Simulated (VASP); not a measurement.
# SnO (Pmn2_1) in VASP: settings compared, part 2 of 2

VASP 6.6.1. Earlier steps stand in the parts before.

### 3 Single point, LDA

This run uses another cell than the first one, of 18.73 Å³/atom, 1.099 times its volume.

Input file INCAR:

```
PREC = Accurate ; ENCUT = 520
EDIFF = 1E-6 ; ISMEAR = 0
SIGMA = 0.02 ; LREAL = F
LASPH = T ; NELM = 60
ALGO = Normal ; ISIF = 2
LWAVE = F ; LCHARG = F
GGA = CA ; NBANDS = 28
```

Input file KPOINTS:

```
regular mesh
0
Gamma
  8 6 6
```

Input file POSCAR:

```
SnO
1.0
    3.3456675442      0.0000000000      0.0000000000
    0.0000000000      5.7118506765      0.0000000000
    0.0000000000      0.0000000000      3.9213719742
Sn O
2 2
Direct
    0.0000000000      0.2347372350      0.5269391839
    0.5000000000      0.7652627650      0.0269391839
    0.0000000000      0.8833580930      0.7230618161
    0.5000000000      0.1166419070      0.2230618161
```

Potentials or basis: VASP PAW LDA potentials, release 64 (Sn_d, O).

On the command line:

```console
cat potpaw_LDA.64/Sn_d/POTCAR potpaw_LDA.64/O/POTCAR > POTCAR
mpirun -np 1 vasp_std > vasp.out
```

OUTCAR:

```text
PREC = Accurate
   ENCUT = 520
   EDIFF = 1E-6
   ISMEAR = 0
   LREAL = F
   LASPH = T
   NELM = 60
   ISIF = 2
   GGA = CA

 ion  position               nearest neighbor table
   1  0.000  0.235  0.527-   3 2.15   4 2.16   4 2.16   2 3.72   2 3.72   2 3.72   2 3.72
   2  0.500  0.765  0.027-   4 2.15   3 2.16   3 2.16   1 3.72   1 3.72   1 3.72   1 3.72
   3  0.000  0.883  0.723-   1 2.15   2 2.16   2 2.16
   4  0.500  0.117  0.223-   2 2.15   1 2.16   1 2.16

  LATTYP: Found a simple orthorhombic cell.
 ALAT       =     3.3456675442
 B/A-ratio  =     1.1720746077
 C/A-ratio  =     1.7072379730

  Lattice vectors:

 A1 = (  -3.3456675442,   0.0000000000,   0.0000000000)
 A2 = (   0.0000000000,   0.0000000000,   3.9213719742)
 A3 = (   0.0000000000,   5.7118506765,   0.0000000000)

Analysis of symmetry for initial positions (statically):
=====================================================================
 Subroutine PRICEL returns:
 Original cell was already a primitive cell.

 Routine SETGRP: Setting up the symmetry group for a
 simple orthorhombic supercell.

 Subroutine GETGRP returns: Found  4 space group operations
 (whereof  2 operations were pure point group operations)
 out of a pool of  8 trial point group operations.

The static configuration has the point symmetry C_1h.
 The point group associated with its full space group is C_2v.

Analysis of symmetry for dynamics (positions and initial velocities):
=====================================================================
 Subroutine PRICEL returns:
 Original cell was already a primitive cell.

 Routine SETGRP: Setting up the symmetry group for a
 simple orthorhombic supercell.

 Subroutine GETGRP returns: Found  4 space group operations
 (whereof  2 operations were pure point group operations)
 out of a pool of  8 trial point group operations.

The dynamic configuration has the point symmetry C_1h.
 The point group associated with its full space group is C_2v.

 Subroutine INISYM returns: Found  4 space group operations
 (whereof  2 operations are pure point group operations),
 and found     1 'primitive' translations

----------------------------------------------------------------------------------------

                                     Primitive cell

  volume of cell :      74.9372

  direct lattice vectors                    reciprocal lattice vectors
     3.345667544  0.000000000  0.000000000     0.298894013  0.000000000  0.000000000
     0.000000000  5.711850677  0.000000000     0.000000000  0.175074605  0.000000000
     0.000000000  0.000000000  3.921371974     0.000000000  0.000000000  0.255012788

  length of vectors
     3.345667544  5.711850677  3.921371974     0.298894013  0.175074605  0.255012788

  position of ions in fractional coordinates (direct lattice)
     0.000000000  0.234737235  0.526939184
     0.500000000  0.765262765  0.026939184
     0.000000000  0.883358093  0.723061816
     0.500000000  0.116641907  0.223061816

  ion indices of the primitive-cell ions
   primitive index   ion index
                 1           1
                 2           2
                 3           3
                 4           4

----------------------------------------------------------------------------------------

 KPOINTS: regular mesh

Automatic generation of k-mesh.
 Grid dimensions read from file:
 generate k-points for:    8    6    6

 Generating k-lattice:

  Cartesian coordinates                     Fractional coordinates (reciprocal lattice)
     0.037361752  0.000000000  0.000000000     0.125000000  0.000000000  0.000000000
     0.000000000  0.029179101  0.000000000     0.000000000  0.166666667  0.000000000
     0.000000000  0.000000000  0.042502131     0.000000000  0.000000000  0.166666667

  Length of vectors
     0.037361752  0.029179101  0.042502131

  Shift w.r.t. Gamma in fractional coordinates (k-lattice)
     0.000000000  0.000000000  0.000000000

 Subroutine IBZKPT returns following result:
 ===========================================

 Found     80 irreducible k-points:

 Following reciprocal coordinates:
            Coordinates               Weight
  0.000000  0.000000  0.000000      1.000000
  0.125000  0.000000  0.000000      2.000000
  0.250000  0.000000  0.000000      2.000000
  0.375000  0.000000  0.000000      2.000000
  0.500000  0.000000  0.000000      1.000000
  0.000000  0.166667  0.000000      2.000000
[... 16 lines left out ...]
  0.250000  0.000000  0.166667      4.000000
  0.375000  0.000000  0.166667      4.000000
 [... further k-points ...]
   k-points           NKPTS =     80   k-points in BZ     NKDIM =     80   number of bands    NBANDS=     28
   number of dos      NEDOS =    301   number of ions     NIONS =      4
   total plane-waves  NPLWV =  35280
   dimension x,y,z NGX =    28 NGY =   42 NGZ =   30
   dimension x,y,z NGXF=    56 NGYF=   84 NGZF=   60
   ions per type =               2   2
   NGX,Y,Z   is equivalent  to a cutoff of  13.91, 12.22, 12.72 a.u.
   NGXF,Y,Z  is equivalent  to a cutoff of  27.83, 24.45, 25.44 a.u.
 SYSTEM =  unknown system
   PREC   = accura    normal or accurate (medium, high low for compatibility)
   ISTART =      0    job   : 0-new  1-cont  2-samecut
   ICHARG =      2    charge: 1-file 2-atom 10-const
   ISPIN  =      1    spin polarized calculation?
   LNONCOLLINEAR =      F non collinear calculations
   LSORBIT =      F    spin-orbit coupling
   LASPH  =      T    aspherical Exc in radial PAW
   ENCUT  =  520.0 eV  38.22 Ry    6.18 a.u.   6.22 10.62  7.29*2*pi/ulx,y,z
   NELM   =     60;   NELMIN=  2; NELMDL= -5     # of ELM steps
   EDIFF  = 0.1E-05   stopping-criterion for ELM
   LREAL  =      F    real-space projection
   EDIFFG = 0.1E-04   stopping-criterion for IOM
   NSW    =      0    number of steps for IOM
   IBRION =     -1    ionic relax: 0-MD 1-quasi-New 2-CG
   NFREE  =      0    steps in history (QN), initial steepest desc. (CG)
   ISIF   =      2    stress and relaxation
   ISYM   =      2    0-nonsym 1-usesym 2-fastsym
   POTIM  = 0.5000    time-step for ionic-motion
   TEBEG  =    0.0;   TEEND  =   0.0 temperature during run
   PSTRESS=    0.0 pullay stress
   NELECT =      40.0000    total number of electrons
   NUPDOWN=      -1.0000    fix difference up-down
   EMIN   =  10.00;   EMAX   =-10.00  energy-range for DOS
   EFERMI =   0.00;   METHOD = LEGACY
   ISMEAR =     0;   SIGMA  =   0.02  broadening in eV -4-tet -1-fermi 0-gaus
   EFERMI_NEDOS =   21; number of points for ismear=-14 and -15
   IALGO  =     38    algorithm
   IMIX   =      4    mixing-type and parameters
     AMIX     =   0.40;   BMIX     =  1.00
     AMIX_MAG =   1.60;   BMIX_MAG =  1.00
  volume/ion in A,a.u.               =      18.73       126.43
  Fermi-wavevector in a.u.,A,eV,Ry     =   1.327992  2.509542 23.994744  1.763564
  Thomas-Fermi vector in A             =   2.457263
   LORBIT       =      0    0 simple, 1 ext, 2 COOP (PROOUT), +10 PAW based schemes
   GGA     = CA    functional components
   LHFCALC =     F    Hartree Fock is set to
   AEXX    =    0.0000 exact exchange contribution
   IVDW    =     0    specifies the selected vdW correction
   LEPSILON=     F    determine dielectric tensor
   LRPA    =     F    only Hartree local field effects (RPA)
 non-spin polarized calculation
 Gauss-broadening in eV      SIGMA  =   0.02
  energy-cutoff  :      520.00
  volume of cell :       74.94
 maximum number of plane-waves:      2040
 NGX is ok and might be reduce to    28
   NGX = 13   NGY = 21   NGZ = 15

 number of electron      40.0000012 magnetization

 Free energy of the ion-electron system (eV)
  ---------------------------------------------------
  ext. energy  EPLUGINS =         0.00000000
  ---------------------------------------------------
  free energy    TOTEN  =       -25.24953257 eV

  energy without entropy =      -25.24953257  energy(sigma->0) =      -25.24953257

 E-fermi :   5.4141     XC(G=0): -10.3521

 val. band max:        5.2409507985   @ k =   0.0000   0.0000   0.0000
 cond. band min:       6.5060363840   @ k =   0.3750   0.5000   0.0000
 fundamental gap:      1.2650855855
 Fermi energy:         5.4141338790

 k-point     1 :       0.0000    0.0000    0.0000
  band No.  band energies     occupation
      1     -15.8390      2.00000
      2     -15.5337      2.00000
      3     -15.4614      2.00000
      4     -15.4179      2.00000
      5     -15.3910      2.00000
      6     -15.3725      2.00000
[... 20 lines left out ...]
     27      14.3950      0.00000
[... 691 lines left out ...]
      6     -15.3743      2.00000
[... 20 lines left out ...]
     27      14.6167      0.00000
     28      15.7346      0.00000

 [... further k-points ...]
[... 5 lines left out ...]
  --------------------------------------------------------------------------------------
  -------------------------------------------------------------------------------------
  Total       -2.2819111     -1.9218260     -1.7536956      0.0000000      0.0000000      0.0000000
  in kB      -48.7878440    -41.0891328    -37.4944621      0.0000000      0.0000000      0.0000000
  external PRESSURE =     -42.4571463 kB  Pullay stress =       0.0000000 kB

 VOLUME and BASIS-vectors are now :
 -----------------------------------------------------------------------------
  energy-cutoff  :      520.00
  volume of cell :       74.94
      direct lattice vectors                 reciprocal lattice vectors
     3.345667544  0.000000000  0.000000000     0.298894013  0.000000000  0.000000000
     0.000000000  5.711850677  0.000000000     0.000000000  0.175074605  0.000000000
     0.000000000  0.000000000  3.921371974     0.000000000  0.000000000  0.255012788

 POSITION                                       TOTAL-FORCE (eV/Angst)
 -----------------------------------------------------------------------------------
      0.00000      1.34078      2.06632         0.000000     -0.508212     -0.164021
      1.67283      4.37107      0.10564         0.000000      0.508212     -0.164021
      0.00000      5.04561      2.83539         0.000000      0.132245      0.164021
      1.67283      0.66624      0.87471         0.000000     -0.132245      0.164021
 -----------------------------------------------------------------------------------
    total drift:                                0.000000      0.000000     -0.000975

  FREE ENERGIE OF THE ION-ELECTRON SYSTEM (eV)
  ---------------------------------------------------
  free  energy   TOTEN  =       -25.2495325708 eV

  energy  without entropy=      -25.2495325708  energy(sigma->0) =      -25.24953257
```

OSZICAR:

```text
N       E                     dE             d eps       ncg     rms          rms(c)
DAV:   1     0.429545583147E+03    0.42955E+03   -0.20261E+04  4652   0.215E+03
DAV:   2     0.384897842683E+02   -0.39106E+03   -0.37556E+03  4648   0.542E+02
DAV:   3    -0.258482578609E+02   -0.64338E+02   -0.63248E+02  5120   0.187E+02
DAV:   4    -0.289587768543E+02   -0.31105E+01   -0.30959E+01  5212   0.442E+01
DAV:   5    -0.290355656927E+02   -0.76789E-01   -0.76779E-01  5016   0.753E+00    0.115E+01
DAV:   6    -0.254462784248E+02    0.35893E+01   -0.17356E+01  7260   0.479E+01    0.548E+00
DAV:   7    -0.253140932597E+02    0.13219E+00   -0.22371E+00  5272   0.932E+00    0.251E+00
DAV:   8    -0.252633048718E+02    0.50788E-01   -0.37499E-01  5208   0.395E+00    0.773E-01
DAV:   9    -0.252490677743E+02    0.14237E-01   -0.42069E-02  7476   0.211E+00    0.226E-01
DAV:  10    -0.252500945688E+02   -0.10268E-02   -0.76109E-03  6544   0.774E-01    0.160E-01
DAV:  11    -0.252495108789E+02    0.58369E-03   -0.23318E-03  6972   0.444E-01    0.200E-02
DAV:  12    -0.252495353467E+02   -0.24468E-04   -0.27148E-04  4704   0.104E-01    0.239E-02
DAV:  13    -0.252495328103E+02    0.25364E-05   -0.15240E-05  6512   0.317E-02    0.850E-03
DAV:  14    -0.252495325708E+02    0.23952E-06   -0.70768E-07  2716   0.601E-03
   1 F= -.25249533E+02 E0= -.25249533E+02  d E =-.106967E-36
```

stdout:

```text
POSCAR found type information on POSCAR SnO
 POSCAR found :  2 types and       4 ions
 scaLAPACK will be used
 LDA part: xc-table for (Slater(with rela. corr.)+CA(PZ))
 , standard interpolation
 POSCAR, INCAR and KPOINTS ok, starting setup
 FFT: planning ... GRIDC
 FFT: planning ... GRID_SOFT
 FFT: planning ... GRID
 WAVECAR not read
 entering main loop
```

It took 1.9 min on 1 thread of Intel Xeon Platinum 8259CL at 2.50GHz (Skylake/Cascade Lake), shared host; peak memory 0.25 GiB.

What came out:

```yaml
Free_energy: -25.2495 eV
Pressure: -4.2 GPa
Largest_force: 0.534 eV/Å
Band_gap_on_the_k_mesh: 1.26 eV, indirect (least direct gap 1.87 eV)
```

Forces on the atoms (eV/Å):
```
Sn   0.000 -0.508 -0.164
Sn   0.000  0.508 -0.164
O    0.000  0.132  0.164
O    0.000 -0.132  0.164
```

Caveat: spin-orbit coupling is left out, which moves the levels of the heavy elements.

### 4 Single point, r2SCAN

This run uses another cell than the first one, of 18.73 Å³/atom, 1.099 times its volume.

POSCAR is that of step 3.

Input file INCAR.step1:

```
SYSTEM = SnO
PREC = Accurate ; ENCUT = 520
ISMEAR = 0 ; SIGMA = 0.02
LREAL = .FALSE. ; LASPH = .TRUE.
NELM = 100 ; NBANDS = 28
GGA = PE ; ALGO = Normal
EDIFF = 1E-4 ; LWAVE = .TRUE.
LCHARG = .FALSE.
```

Input file INCAR.step2:

```
SYSTEM = SnO
PREC = Accurate ; ENCUT = 520
EDIFF = 1E-6 ; ISMEAR = 0
SIGMA = 0.02 ; LREAL = .FALSE.
LASPH = .TRUE. ; NELM = 100
ALGO = Normal ; ISIF = 2
LWAVE = .FALSE. ; LCHARG = .FALSE.
METAGGA = R2SCAN ; LMIXTAU = .TRUE.
NBANDS = 28 ; ISTART = 1
```

Input file KPOINTS:

```
Automatic mesh
0
G
  8 6 6
  0 0 0
```

Potentials or basis: VASP PAW PBE potentials, release 64 (Sn_d, O).

On the command line:

```console
cat potpaw_PBE.64/Sn_d/POTCAR potpaw_PBE.64/O/POTCAR > POTCAR
cp INCAR.step1 INCAR
mpirun -np 1 vasp_std > vasp.out
cp INCAR.step2 INCAR
mpirun -np 1 vasp_std > vasp.out
```

Run time: 7.1 min. Hardware: 1 thread of Intel Xeon Platinum 8259CL at 2.50GHz (Skylake/Cascade Lake), shared host; peak memory 0.29 GiB.

Results (log left out):

```yaml
Free_energy: -66.5449 eV
Pressure: -1.2 GPa
Largest_force: 0.429 eV/Å
Band_gap_on_the_k_mesh: 1.62 eV, indirect (least direct gap 2.22 eV)
```

Forces in eV/Å, atoms in the order of the input:
```
Sn   0.000 -0.401 -0.153
Sn   0.000  0.401 -0.153
O    0.000  0.157  0.153
O    0.000 -0.157  0.153
```

Stress tensor (GPa, compression positive):
```
-1.83  0.00  0.00
 0.00 -0.97  0.00
 0.00  0.00 -0.75
```

Levels at points of the mesh, in eV from the valence-band top:
```tsv
k point	band 16	band 17	band 18	band 19	band 20	band 21	band 22	band 23	band 24	band 25
(0.00, 0.00, 0.00)	-4.15	-3.81	-2.81	-2.31	0.00	3.67	3.68	6.71	6.81	8.44
(0.50, 0.00, 0.00)	-4.50	-2.85	-2.85	-1.28	-1.28	2.88	2.88	6.20	6.20	7.50
(0.00, 0.50, 0.00)	-4.11	-4.02	-2.84	-1.89	-1.56	3.77	4.80	5.67	5.89	7.38
(0.50, 0.50, 0.00)	-4.28	-2.86	-2.86	-1.05	-1.05	2.29	2.29	6.81	6.81	7.78
(0.00, 0.00, 0.50)	-3.73	-3.37	-3.37	-1.54	-1.54	2.92	2.92	5.98	5.98	8.40
(0.50, 0.00, 0.50)	-4.29	-3.58	-3.58	-1.24	-1.24	2.51	2.51	5.05	5.05	7.57
(0.00, 0.50, 0.50)	-3.37	-3.10	-3.10	-1.51	-1.51	2.27	2.27	6.53	6.53	8.27
(0.50, 0.50, 0.50)	-4.43	-3.85	-3.85	-0.51	-0.51	2.71	2.71	4.63	4.63	6.78
```

Caveat: the PAW data sets were made with another functional, which shifts forces and pressure a little; spin-orbit coupling is left out, which moves the levels of the heavy elements. A k mesh can miss the band edges.

### 5 The runs side by side

```tsv
task	level	potentials or basis	cell	cutoff (eV)	gap on the mesh (eV)	pressure (GPa)	largest force (eV/Å)
relaxation of shape and atoms at fixed volume	PBE+D3(BJ)	VASP PAW PBE potentials, release 64 (Sn_d, O)	relaxed from a = 3.296, b = 5.574, c = 3.712 Å, 4 atoms	600	1.06	2.1	-
single point	LDA	VASP PAW LDA potentials, release 64 (Sn_d, O)	a = 3.346, b = 5.712, c = 3.921 Å, 4 atoms	520	1.26	-4.2	0.53
single point	r2SCAN	VASP PAW PBE potentials, release 64 (Sn_d, O)	a = 3.346, b = 5.712, c = 3.921 Å, 4 atoms	520	1.62	-1.2	0.43
```

Alike in all rows: no spin polarisation; k mesh 8 × 6 × 6; smearing gaussian 0.02 eV.

Caveats: spin-orbit coupling is left out, which moves the levels of the heavy elements; the PAW data sets were made with another functional, which shifts forces and pressure a little (some runs).

Total energies depend on the potentials used, so only differences within one code and one set of settings carry meaning.
